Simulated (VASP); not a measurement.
# CrBi2 (R-3m) in VASP: single point with PBE

Aim: the single point of CrBi2 with PBE.

All numbers are computed with VASP 6.6.1; they aren't measurements. Logs are shortened: lines on timing, memory, paths and dates and some standing lists are left out, and cuts for length are marked.

### Step 1. The cell of the first run

Symmetry: R-3m, No. 166, trigonal system. Conventional cell: a = 4.893 Å, b = 4.893 Å, c = 12.130 Å, α = 90.00°, β = 90.00°, γ = 120.00°. Cr (site symmetry -3m) has 8 Bi at 3.00 to 3.03 Å within 4.0 Å. Bi (site symmetry 3m) has 4 Cr at 3.00 to 3.03 Å and 6 Bi at 3.47 to 3.48 Å within 4.0 Å.

### Step 2. Single point, PBE, collinear spin, ferromagnetic start

Input file INCAR:

```
SYSTEM = CrBi2
PREC = Accurate
ENCUT = 520
EDIFF = 1E-6
ISMEAR = 0
SIGMA = 0.1
LREAL = .False.
LASPH = .True.
NELM = 150
ALGO = Normal
ISIF = 2
LWAVE = .False.
LCHARG = .True.
ISPIN = 2
MAGMOM = 2.72 0 0
LORBIT = 11
LMAXMIX = 4
GGA = PE
LELF = .True.
LVHAR = .True.
NBANDS = 32
```

Input file KPOINTS:

```
Automatic mesh
0
Gamma
  6 6 6
  0 0 0
```

Input file POSCAR:

```
CrBi2
1.0
    2.4467405257      1.4126263012      4.0434634059
   -2.4467405257      1.4126263012      4.0434634059
    0.0000000000     -2.8252526023      4.0434634059
Cr Bi
1 2
Direct
    0.0000000000      0.0000000000      0.0000000000
    0.7502441070      0.7502441070      0.7502441070
    0.2497558930      0.2497558930      0.2497558930
```

Potentials or basis: VASP PAW PBE potentials, release 64 (Cr_pv, Bi_d).

Command:

```bash
$ cat potpaw_PBE.64/Cr_pv/POTCAR potpaw_PBE.64/Bi_d/POTCAR > POTCAR
$ mpirun -np 1 vasp_std > vasp.out
```

OUTCAR:

```text
SYSTEM = CrBi2
   PREC = Accurate
   ENCUT = 520
   EDIFF = 1E-6
   ISMEAR = 0
   LREAL = .False.
   LASPH = .True.
   NELM = 150
   ISIF = 2
   ISPIN = 2
   LORBIT = 11
   GGA = PE

 ion  position               nearest neighbor table
   1  0.000  0.000  0.000-   2 3.00   2 3.00   3 3.00   3 3.00   2 3.00   3 3.00   3 3.03   2 3.03

   2  0.750  0.750  0.750-   1 3.00   1 3.00   1 3.00   1 3.03   3 3.47   3 3.47   3 3.47   3 3.48
                             3 3.48   3 3.48
   3  0.250  0.250  0.250-   1 3.00   1 3.00   1 3.00   1 3.03   2 3.47   2 3.47   2 3.47   2 3.48
                             2 3.48   2 3.48

  LATTYP: Found a trigonal (rhomboedric) cell.
 ALAT       =     4.9327120919
 COS(alpha) =     0.5079216125

  Lattice vectors:

 A1 = (   2.4467405257,   1.4126263012,   4.0434634059)
 A2 = (  -2.4467405257,   1.4126263012,   4.0434634059)
 A3 = (   0.0000000000,  -2.8252526023,   4.0434634059)

Analysis of symmetry for initial positions (statically):
=====================================================================
 Subroutine PRICEL returns:
 Original cell was already a primitive cell.

 Routine SETGRP: Setting up the symmetry group for a
 trigonal (rhombohedral) supercell.

 Subroutine GETGRP returns: Found 12 space group operations
 (whereof 12 operations were pure point group operations)
 out of a pool of 12 trial point group operations.

The static configuration has the point symmetry D_3d.

Analysis of symmetry for dynamics (positions and initial velocities):
=====================================================================
 Subroutine PRICEL returns:
 Original cell was already a primitive cell.

 Routine SETGRP: Setting up the symmetry group for a
 trigonal (rhombohedral) supercell.

 Subroutine GETGRP returns: Found 12 space group operations
 (whereof 12 operations were pure point group operations)
 out of a pool of 12 trial point group operations.

The dynamic configuration has the point symmetry D_3d.

Analysis of structural, dynamic, and magnetic symmetry:
=====================================================================
 Subroutine PRICEL returns:
 Original cell was already a primitive cell.

 Routine SETGRP: Setting up the symmetry group for a
 trigonal (rhombohedral) supercell.

 Subroutine GETGRP returns: Found 12 space group operations
 (whereof 12 operations were pure point group operations)
 out of a pool of 12 trial point group operations.

The overall configuration has the point symmetry D_3d.

 Subroutine INISYM returns: Found 12 space group operations
 (whereof 12 operations are pure point group operations),
 and found     1 'primitive' translations

----------------------------------------------------------------------------------------

                                     Primitive cell

  volume of cell :      83.8533

  direct lattice vectors                    reciprocal lattice vectors
     2.446740526  1.412626301  4.043463406     0.204353504  0.117983551  0.082437579
    -2.446740526  1.412626301  4.043463406    -0.204353504  0.117983551  0.082437579
     0.000000000 -2.825252602  4.043463406     0.000000000 -0.235967101  0.082437579

  length of vectors
     4.932712092  4.932712092  4.932712092     0.249952850  0.249952850  0.249952850

  position of ions in fractional coordinates (direct lattice)
     0.000000000  0.000000000  0.000000000
     0.750244107  0.750244107  0.750244107
     0.249755893  0.249755893  0.249755893

  ion indices of the primitive-cell ions
   primitive index   ion index
                 1           1
                 2           2
                 3           3

----------------------------------------------------------------------------------------

 KPOINTS: Automatic mesh

Automatic generation of k-mesh.
 Grid dimensions read from file:
 generate k-points for:    6    6    6

 Generating k-lattice:

  Cartesian coordinates                     Fractional coordinates (reciprocal lattice)
     0.034058917  0.019663925  0.013739596     0.166666667  0.000000000  0.000000000
    -0.034058917  0.019663925  0.013739596     0.000000000  0.166666667  0.000000000
     0.000000000 -0.039327850  0.013739596     0.000000000  0.000000000  0.166666667

  Length of vectors
     0.041658808  0.041658808  0.041658808

  Shift w.r.t. Gamma in fractional coordinates (k-lattice)
     0.000000000  0.000000000  0.000000000

 Subroutine IBZKPT returns following result:
 ===========================================

 Found     32 irreducible k-points:

 Following reciprocal coordinates:
            Coordinates               Weight
  0.000000  0.000000  0.000000      1.000000
  0.166667  0.000000  0.000000      6.000000
  0.333333  0.000000  0.000000      6.000000
  0.500000  0.000000 -0.000000      3.000000
  0.166667  0.166667  0.000000      6.000000
  0.333333  0.166667 -0.000000     12.000000
[... 16 lines left out ...]
  0.500000  0.500000  0.166667      6.000000
 -0.333333  0.500000  0.166667     12.000000
 [... further k-points ...]
   k-points           NKPTS =     32   k-points in BZ     NKDIM =     32   number of bands    NBANDS=     32
   number of dos      NEDOS =    301   number of ions     NIONS =      3
   total plane-waves  NPLWV =  64000
   dimension x,y,z NGX =    40 NGY =   40 NGZ =   40
   dimension x,y,z NGXF=    80 NGYF=   80 NGZF=   80
   ions per type =               1   2
   NGX,Y,Z   is equivalent  to a cutoff of  13.48, 13.48, 13.48 a.u.
   NGXF,Y,Z  is equivalent  to a cutoff of  26.96, 26.96, 26.96 a.u.
 SYSTEM =  CrBi2
   PREC   = accura    normal or accurate (medium, high low for compatibility)
   ISTART =      0    job   : 0-new  1-cont  2-samecut
   ICHARG =      2    charge: 1-file 2-atom 10-const
   ISPIN  =      2    spin polarized calculation?
   LNONCOLLINEAR =      F non collinear calculations
   LSORBIT =      F    spin-orbit coupling
   LASPH  =      T    aspherical Exc in radial PAW
   ENCUT  =  520.0 eV  38.22 Ry    6.18 a.u.   9.17  9.17  9.17*2*pi/ulx,y,z
   NELM   =    150;   NELMIN=  2; NELMDL= -5     # of ELM steps
   EDIFF  = 0.1E-05   stopping-criterion for ELM
   LREAL  =      F    real-space projection
   EDIFFG = 0.1E-04   stopping-criterion for IOM
   NSW    =      0    number of steps for IOM
   IBRION =     -1    ionic relax: 0-MD 1-quasi-New 2-CG
   NFREE  =      0    steps in history (QN), initial steepest desc. (CG)
   ISIF   =      2    stress and relaxation
   ISYM   =      2    0-nonsym 1-usesym 2-fastsym
   POTIM  = 0.5000    time-step for ionic-motion
   TEBEG  =    0.0;   TEEND  =   0.0 temperature during run
   PSTRESS=    0.0 pullay stress
   NELECT =      42.0000    total number of electrons
   NUPDOWN=      -1.0000    fix difference up-down
   EMIN   =  10.00;   EMAX   =-10.00  energy-range for DOS
   EFERMI =   0.00;   METHOD = LEGACY
   ISMEAR =     0;   SIGMA  =   0.10  broadening in eV -4-tet -1-fermi 0-gaus
   EFERMI_NEDOS =   21; number of points for ismear=-14 and -15
   IALGO  =     38    algorithm
   IMIX   =      4    mixing-type and parameters
     AMIX     =   0.40;   BMIX     =  1.00
     AMIX_MAG =   1.60;   BMIX_MAG =  1.00
  volume/ion in A,a.u.               =      27.95       188.62
  Fermi-wavevector in a.u.,A,eV,Ry     =   1.300123  2.456877 22.998215  1.690321
  Thomas-Fermi vector in A             =   2.431343
   LORBIT       =     11    0 simple, 1 ext, 2 COOP (PROOUT), +10 PAW based schemes
   GGA     = PE    functional components
   LHFCALC =     F    Hartree Fock is set to
   AEXX    =    0.0000 exact exchange contribution
   IVDW    =     0    specifies the selected vdW correction
   LEPSILON=     F    determine dielectric tensor
   LRPA    =     F    only Hartree local field effects (RPA)
 spin polarized calculation
 Gauss-broadening in eV      SIGMA  =   0.10
  energy-cutoff  :      520.00
  volume of cell :       83.85
 maximum number of plane-waves:      2275
 NGX is ok and might be reduce to    40
   NGX = 19   NGY = 19   NGZ = 19

 number of electron      41.9999998 magnetization       3.7193750

 Free energy of the ion-electron system (eV)
  ---------------------------------------------------
  ext. energy  EPLUGINS =         0.00000000
  ---------------------------------------------------
  free energy    TOTEN  =       -16.43583748 eV

  energy without entropy =      -16.42532050  energy(sigma->0) =      -16.43057899

 E-fermi :   6.9232     XC(G=0): -10.0732

 val. band max:        6.9195734864   @ k =  -0.3333   0.1667   0.1667
 cond. band min:       6.9279631311   @ k =  -0.3333   0.3333   0.1667
 fundamental gap:      0.0083896447
 Fermi energy:         6.9231805107

 spin component 1

 k-point     1 :       0.0000    0.0000    0.0000
  band No.  band energies     occupation
      1     -37.1962      1.00000
      2     -37.1925      1.00000
      3     -37.1925      1.00000
      4     -15.7812      1.00000
      5     -15.7812      1.00000
      6     -15.7250      1.00000
[... 24 lines left out ...]
     31      12.8578      0.00000
     32      13.0121      0.00000
[... 774 lines left out ...]
      2     -37.1927      1.00000
      3     -37.1926      1.00000
      4     -15.7475      1.00000
      5     -15.7186      1.00000
      6     -15.7114      1.00000
[... 24 lines left out ...]
     31      15.2182      0.00000
     32      16.1065      0.00000

 [... further k-points ...]

 spin component 2

 k-point     1 :       0.0000    0.0000    0.0000
  band No.  band energies     occupation
      1     -33.6990      1.00000
      2     -33.6990      1.00000
      3     -33.6916      1.00000
      4     -15.8070      1.00000
      5     -15.8070      1.00000
      6     -15.7353      1.00000
[... 24 lines left out ...]
     31      13.0107      0.00000
     32      14.7699      0.00000
[... 774 lines left out ...]
      2     -33.6991      1.00000
      3     -33.6918      1.00000
      4     -15.7731      1.00000
      5     -15.7366      1.00000
      6     -15.7281      1.00000
[... 24 lines left out ...]
     31      16.6251      0.00000
     32      17.2533      0.00000

 [... further k-points ...]
[... 5 lines left out ...]
  --------------------------------------------------------------------------------------
  -------------------------------------------------------------------------------------
  Total        0.0123444      0.0123444     -0.0741718      0.0000000     -0.0000000      0.0000000
  in kB        0.2358643      0.2358643     -1.4171942      0.0000000     -0.0000000      0.0000000
  external PRESSURE =      -0.3151552 kB  Pullay stress =       0.0000000 kB

 VOLUME and BASIS-vectors are now :
 -----------------------------------------------------------------------------
  energy-cutoff  :      520.00
  volume of cell :       83.85
      direct lattice vectors                 reciprocal lattice vectors
     2.446740526  1.412626301  4.043463406     0.204353504  0.117983551  0.082437579
    -2.446740526  1.412626301  4.043463406    -0.204353504  0.117983551  0.082437579
     0.000000000 -2.825252602  4.043463406     0.000000000 -0.235967101  0.082437579

 POSITION                                       TOTAL-FORCE (eV/Angst)
 -----------------------------------------------------------------------------------
      0.00000      0.00000      0.00000        -0.000000     -0.000000      0.000000
      0.00000      0.00000      9.10075         0.000000      0.000000      0.001048
      0.00000      0.00000      3.02964         0.000000     -0.000000     -0.001048
 -----------------------------------------------------------------------------------
    total drift:                               -0.000000      0.000000     -0.000000

  FREE ENERGIE OF THE ION-ELECTRON SYSTEM (eV)
  ---------------------------------------------------
  free  energy   TOTEN  =       -16.4358374799 eV

  energy  without entropy=      -16.4253204962  energy(sigma->0) =      -16.43057899

 total charge

# of ion       s       p       d       tot
------------------------------------------
    1        0.248   6.162   4.123  10.533
    2        1.518   1.383   9.920  12.821
    3        1.518   1.383   9.920  12.821
--------------------------------------------------
tot          3.284   8.927  23.964  36.175

 magnetization (x)

# of ion       s       p       d       tot
------------------------------------------
    1        0.052   0.047   3.447   3.547
    2        0.003  -0.090   0.010  -0.077
    3        0.003  -0.090   0.010  -0.077
--------------------------------------------------
tot          0.059  -0.133   3.467   3.393
```

Run time: 3.7 min. Hardware: 1 thread of Intel Xeon Platinum 8259CL at 2.50GHz (Skylake/Cascade Lake), shared host; peak memory 0.35 GiB.

Results:

```
Free energy                                           : -16.4358 eV
Pressure                                              : 0.0 GPa
Net moment                                            : 3.72 μB per cell
Site moments                                          : Cr +3.55; Bi -0.08 μB
Valence electrons inside the program's atomic spheres : Cr 10.53; Bi 12.82
```

Caveat: spin-orbit coupling is left out, which moves the levels of the heavy elements.
